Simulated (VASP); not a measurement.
# HC4 in VASP: notebook

HC4 is run at these levels: PBE+D3(BJ); tasks: single point.

Everything below comes from runs of VASP 6.6.1. Logs are shortened: lines on timing, memory, paths and dates and some standing lists are left out, and cuts for length are marked.

**1. The cell of the first run**

The cell holds a slab with vacuum, 10 atoms: a = 4.931 Å, b = 4.931 Å, c = 18.000 Å, α = 90.00°, β = 90.00°, γ = 120.00°.

**2. Single point, PBE+D3(BJ)**

INCAR reads:

```
ALGO     = Normal         # electronic algorithm
DIPOL    = 0.5 0.5 0.262
EDIFF    = 1E-7           # SCF threshold, eV
ENCUT    = 520            # plane-wave cutoff, eV
GGA      = PE             # functional
IDIPOL   = 3            
ISIF     = 2              # what is computed and relaxed
ISMEAR   = 0              # smearing method
IVDW     = 12             # dispersion correction
LASPH    = True           # aspherical terms in the spheres
LCHARG   = False          # write CHGCAR
LDIPOL   = True         
LREAL    = False          # projectors in reciprocal space
LWAVE    = False          # write WAVECAR
NBANDS   = 28             # bands
NELM     = 60             # most SCF steps
PREC     = Accurate       # precision mode
SIGMA    = 0.1            # smearing width, eV
```

KPOINTS reads:

```
k-points
0
Gamma
  6 6 1
```

POSCAR reads:

```
HC4
1.0
    4.9313048819      0.0000000000      0.0000000000
   -2.4656524409      4.2706353015      0.0000000000
    0.0000000000      0.0000000000     18.0000331942
C H
8 2
Direct
    0.3333333333      0.1666666667      0.2222236565
    0.3333333333      0.6666666667      0.2222236565
    0.8333333333      0.1666666667      0.2222236565
    0.8333333333      0.6666666667      0.2222236565
    0.1666666667      0.3333333333      0.2222218124
    0.1666666667      0.8333333333      0.2222218124
    0.6666666667      0.3333333333      0.2222218124
    0.6666666667      0.8333333333      0.2222218124
    0.2572885523      0.1666666667      0.4222232877
    0.4093781144      0.1666666667      0.4222232877
```

Potentials or basis: VASP PAW PBE potentials, release 64 (C, H).

Started as:

```console
cat potpaw_PBE.64/C/POTCAR potpaw_PBE.64/H/POTCAR > POTCAR
mpirun -np 1 vasp_std > vasp.out
```

OUTCAR:

```text
EDIFF = 1E-7
   ENCUT = 520
   GGA = PE
   ISIF = 2
   ISMEAR = 0
   IVDW = 12
   LASPH = True
   LREAL = False
   NELM = 60
   PREC = Accurate
 IVDW          = 12

 ion  position               nearest neighbor table
   1  0.333  0.167  0.222-   5 1.42   6 1.42   7 1.42
   2  0.333  0.667  0.222-   6 1.42   5 1.42   8 1.42
   3  0.833  0.167  0.222-   7 1.42   8 1.42   5 1.42
   4  0.833  0.667  0.222-   8 1.42   7 1.42   6 1.42
   5  0.167  0.333  0.222-   1 1.42   2 1.42   3 1.42
   6  0.167  0.833  0.222-   2 1.42   1 1.42   4 1.42
   7  0.667  0.333  0.222-   3 1.42   4 1.42   1 1.42
   8  0.667  0.833  0.222-   4 1.42   3 1.42   2 1.42
   9  0.257  0.167  0.422-  10 0.75
  10  0.409  0.167  0.422-   9 0.75

  LATTYP: Found a hexagonal cell.
 ALAT       =     4.9313048819
 C/A-ratio  =     3.6501562214

  Lattice vectors:

 A1 = (   4.9313048819,   0.0000000000,   0.0000000000)
 A2 = (  -2.4656524409,   4.2706353015,   0.0000000000)
 A3 = (   0.0000000000,   0.0000000000,  18.0000331942)

Analysis of symmetry for initial positions (statically):
=====================================================================
 Subroutine PRICEL returns:
 Original cell was already a primitive cell.

 Routine SETGRP: Setting up the symmetry group for a
 hexagonal supercell.

 Subroutine GETGRP returns: Found  2 space group operations
 (whereof  1 operations were pure point group operations)
 out of a pool of 24 trial point group operations.

The static configuration has the point symmetry C_1 .
 The point group associated with its full space group is C_1h.

Analysis of symmetry for dynamics (positions and initial velocities):
=====================================================================
 Subroutine PRICEL returns:
 Original cell was already a primitive cell.

 Routine SETGRP: Setting up the symmetry group for a
 hexagonal supercell.

 Subroutine GETGRP returns: Found  2 space group operations
 (whereof  1 operations were pure point group operations)
 out of a pool of 24 trial point group operations.

The dynamic configuration has the point symmetry C_1 .
 The point group associated with its full space group is C_1h.

 Subroutine INISYM returns: Found  2 space group operations
 (whereof  1 operations are pure point group operations),
 and found     1 'primitive' translations

----------------------------------------------------------------------------------------

                                     Primitive cell

  volume of cell :     379.0772

  direct lattice vectors                    reciprocal lattice vectors
     4.931304882  0.000000000  0.000000000     0.202786083  0.117078599  0.000000000
    -2.465652441  4.270635301  0.000000000     0.000000000  0.234157199  0.000000000
     0.000000000  0.000000000 18.000033194     0.000000000  0.000000000  0.055555453

  length of vectors
     4.931304882  4.931304882 18.000033194     0.234157199  0.234157199  0.055555453

  position of ions in fractional coordinates (direct lattice)
     0.333333333  0.166666667  0.222223656
     0.333333333  0.666666667  0.222223656
     0.833333333  0.166666667  0.222223656
     0.833333333  0.666666667  0.222223656
     0.166666667  0.333333333  0.222221812
     0.166666667  0.833333333  0.222221812
     0.666666667  0.333333333  0.222221812
     0.666666667  0.833333333  0.222221812
     0.257288552  0.166666667  0.422223288
     0.409378114  0.166666667  0.422223288

  ion indices of the primitive-cell ions
   primitive index   ion index
                 1           1
                 2           2
                 3           3
                 4           4
                 5           5
                 6           6
                 7           7
                 8           8
                 9           9
                10          10

----------------------------------------------------------------------------------------

 KPOINTS: k-points

Automatic generation of k-mesh.
 Grid dimensions read from file:
 generate k-points for:    6    6    1

 Generating k-lattice:

  Cartesian coordinates                     Fractional coordinates (reciprocal lattice)
     0.033797680  0.019513100  0.000000000     0.166666667  0.000000000  0.000000000
     0.000000000  0.039026200  0.000000000     0.000000000  0.166666667  0.000000000
     0.000000000  0.000000000  0.055555453     0.000000000  0.000000000  1.000000000

  Length of vectors
     0.039026200  0.039026200  0.055555453

  Shift w.r.t. Gamma in fractional coordinates (k-lattice)
     0.000000000  0.000000000  0.000000000

 Subroutine IBZKPT returns following result:
 ===========================================

 Found     13 irreducible k-points:

 Following reciprocal coordinates:
            Coordinates               Weight
  0.000000  0.000000  0.000000      1.000000
  0.166667  0.000000  0.000000      4.000000
  0.000000  0.166667  0.000000      2.000000
  0.333333  0.000000  0.000000      4.000000
  0.000000  0.333333  0.000000      2.000000
  0.500000  0.000000  0.000000      2.000000
  0.000000  0.500000  0.000000      1.000000
  0.166667  0.166667  0.000000      4.000000
 -0.333333  0.166667  0.000000      2.000000
  0.333333  0.166667  0.000000      4.000000
 -0.166667  0.500000  0.000000      4.000000
  0.500000  0.333333  0.000000      4.000000
  0.333333  0.333333  0.000000      2.000000
   k-points           NKPTS =     13   k-points in BZ     NKDIM =     13   number of bands    NBANDS=     28
   number of dos      NEDOS =    301   number of ions     NIONS =     10
   total plane-waves  NPLWV = 224000
   dimension x,y,z NGX =    40 NGY =   40 NGZ =  140
   dimension x,y,z NGXF=    80 NGYF=   80 NGZF=  280
   ions per type =               8   2
   NGX,Y,Z   is equivalent  to a cutoff of  13.48, 13.48, 12.93 a.u.
   NGXF,Y,Z  is equivalent  to a cutoff of  26.97, 26.97, 25.86 a.u.
 SYSTEM =  unknown system
   PREC   = accura    normal or accurate (medium, high low for compatibility)
   ISTART =      0    job   : 0-new  1-cont  2-samecut
   ICHARG =      2    charge: 1-file 2-atom 10-const
   ISPIN  =      1    spin polarized calculation?
   LNONCOLLINEAR =      F non collinear calculations
   LSORBIT =      F    spin-orbit coupling
   LASPH  =      T    aspherical Exc in radial PAW
   ENCUT  =  520.0 eV  38.22 Ry    6.18 a.u.   9.17  9.17 33.47*2*pi/ulx,y,z
   NELM   =     60;   NELMIN=  2; NELMDL= -5     # of ELM steps
   EDIFF  = 0.1E-06   stopping-criterion for ELM
   LREAL  =      F    real-space projection
   EDIFFG = 0.1E-05   stopping-criterion for IOM
   NSW    =      0    number of steps for IOM
   IBRION =     -1    ionic relax: 0-MD 1-quasi-New 2-CG
   NFREE  =      0    steps in history (QN), initial steepest desc. (CG)
   ISIF   =      2    stress and relaxation
   ISYM   =      2    0-nonsym 1-usesym 2-fastsym
   POTIM  = 0.5000    time-step for ionic-motion
   TEBEG  =    0.0;   TEEND  =   0.0 temperature during run
   PSTRESS=    0.0 pullay stress
   NELECT =      34.0000    total number of electrons
   NUPDOWN=      -1.0000    fix difference up-down
   EMIN   =  10.00;   EMAX   =-10.00  energy-range for DOS
   EFERMI =   0.00;   METHOD = LEGACY
   ISMEAR =     0;   SIGMA  =   0.10  broadening in eV -4-tet -1-fermi 0-gaus
   EFERMI_NEDOS =   21; number of points for ismear=-14 and -15
   IALGO  =     38    algorithm
   IMIX   =      4    mixing-type and parameters
     AMIX     =   0.40;   BMIX     =  1.00
     AMIX_MAG =   1.60;   BMIX_MAG =  1.00
  volume/ion in A,a.u.               =      37.91       255.81
  Fermi-wavevector in a.u.,A,eV,Ry     =   0.732811  1.384812  7.306489  0.537012
  Thomas-Fermi vector in A             =   1.825366
   LORBIT       =      0    0 simple, 1 ext, 2 COOP (PROOUT), +10 PAW based schemes
   GGA     = PE    functional components
   LHFCALC =     F    Hartree Fock is set to
   AEXX    =    0.0000 exact exchange contribution
   IVDW    =    12    specifies the selected vdW correction
   LEPSILON=     F    determine dielectric tensor
   LRPA    =     F    only Hartree local field effects (RPA)
 non-spin polarized calculation
 Gauss-broadening in eV      SIGMA  =   0.10
  energy-cutoff  :      520.00
  volume of cell :      379.08
 maximum number of plane-waves:     10258
 NGX is ok and might be reduce to    40
   NGX = 19   NGY = 19   NGZ = 67

 dipolmoment           0.000000      0.000000     -0.003609 electrons x Angstroem

 number of electron      33.9999998 magnetization

 dipolmoment           0.000000      0.000000      0.000734 electrons x Angstroem

 Free energy of the ion-electron system (eV)
  ---------------------------------------------------
  ext. energy  EPLUGINS =         0.00000000
  ---------------------------------------------------
  free energy    TOTEN  =       -80.56592066 eV

  energy without entropy =      -80.55965192  energy(sigma->0) =      -80.56278629

 E-fermi :  -2.4854     XC(G=0):  -2.8828

 val. band max:       -2.4856052769   @ k =   0.3333   0.3333   0.0000
 cond. band min:      -2.4851854533   @ k =   0.3333   0.3333   0.0000
 fundamental gap:      0.0004198236
 Fermi energy:        -2.4853953651

 k-point     1 :       0.0000    0.0000    0.0000
  band No.  band energies     occupation
      1     -22.0106      2.00000
      2     -16.7681      2.00000
      3     -16.7678      2.00000
      4     -16.7671      2.00000
      5     -15.7269      2.00000
      6     -15.7267      2.00000
[... 20 lines left out ...]
     27       4.8848      0.00000
     28       4.8849      0.00000
[... 342 lines left out ...]
 k-point    13 :       0.3333    0.3333    0.0000
  band No.  band energies     occupation
      1     -20.0645      2.00000
      2     -20.0634      2.00000
      3     -20.0620      2.00000
      4     -15.0865      2.00000
      5     -15.0864      2.00000
      6     -13.0471      2.00000
[... 20 lines left out ...]
     27       4.0880      0.00000
     28       4.5552      0.00000

------------------------ aborting loop because EDIFF is reached ----------------------------------------

 vacuum level on the upper side and lower side of the slab       (xc-potential included)        -0.005        -0.012

 Edisp (eV)   -0.75043

 E8    (eV) :    -0.2290

  FORCE on cell =-STRESS in cart. coord.  units (eV):
  Direction    XX          YY          ZZ          XY          YZ          ZX
  --------------------------------------------------------------------------------------
  -------------------------------------------------------------------------------------
  Total       0.29667     0.28985    -0.19241     0.00000     0.00103     0.00000
  in kB       1.25388     1.22504    -0.81322     0.00000     0.00434     0.00000
  external pressure =        0.56 kB  Pullay stress =        0.00 kB

 VOLUME and BASIS-vectors are now :
 -----------------------------------------------------------------------------
  energy-cutoff  :      520.00
  volume of cell :      379.08
      direct lattice vectors                 reciprocal lattice vectors
     4.931304882  0.000000000  0.000000000     0.202786083  0.117078599  0.000000000
    -2.465652441  4.270635301  0.000000000     0.000000000  0.234157199  0.000000000
     0.000000000  0.000000000 18.000033194     0.000000000  0.000000000  0.055555453

 POSITION                                       TOTAL-FORCE (eV/Angst)
 -----------------------------------------------------------------------------------
      1.23283      0.71177      4.00003        -0.000000     -0.000583     -0.002390
     -0.00000      2.84709      4.00003        -0.001660      0.000060      0.004937
      3.69848      0.71177      4.00003         0.000000      0.001148      0.005976
      2.46565      2.84709      4.00003         0.001660      0.000060      0.004937
      0.00000      1.42355      4.00000         0.006707     -0.001999      0.004751
     -1.23283      3.55886      4.00000         0.000000      0.005304      0.003257
      2.46565      1.42355      4.00000        -0.006707     -0.001999      0.004751
      1.23283      3.55886      4.00000        -0.000000     -0.002266      0.007020
      0.85783      0.71177      7.60003        -0.019101      0.000138     -0.016619
      1.60783      0.71177      7.60003         0.019101      0.000138     -0.016619
 -----------------------------------------------------------------------------------
    total drift:                               -0.000000     -0.000012      0.000355

  FREE ENERGIE OF THE ION-ELECTRON SYSTEM (eV)
  ---------------------------------------------------
  free  energy   TOTEN  =       -81.3163511522 eV

  energy  without entropy=      -81.3100824067  energy(sigma->0) =      -81.31321678

 vacuum level on the upper side and lower side of the slab         1.745         1.716
```

It took 9.1 min on 1 thread of Intel Xeon 8259CL, shared host; peak memory 0.53 GiB.

What came out:

| Quantity | Value |
| --- | --- |
| Free energy | -81.3164 eV |
| Largest force | 0.025 eV/Å |
| Band gap on the k mesh | zero (filled and empty bands touch) |
| Dispersion energy per atom | -0.075 eV |

Forces on the atoms (eV/Å):
```
C    0.000 -0.001 -0.002
C   -0.002  0.000  0.005
C    0.000  0.001  0.006
C    0.002  0.000  0.005
C    0.007 -0.002  0.005
C    0.000  0.005  0.003
C   -0.007 -0.002  0.005
C    0.000 -0.002  0.007
H   -0.019  0.000 -0.017
H    0.019  0.000 -0.017
```

(Part 1 of 2 ends here.)
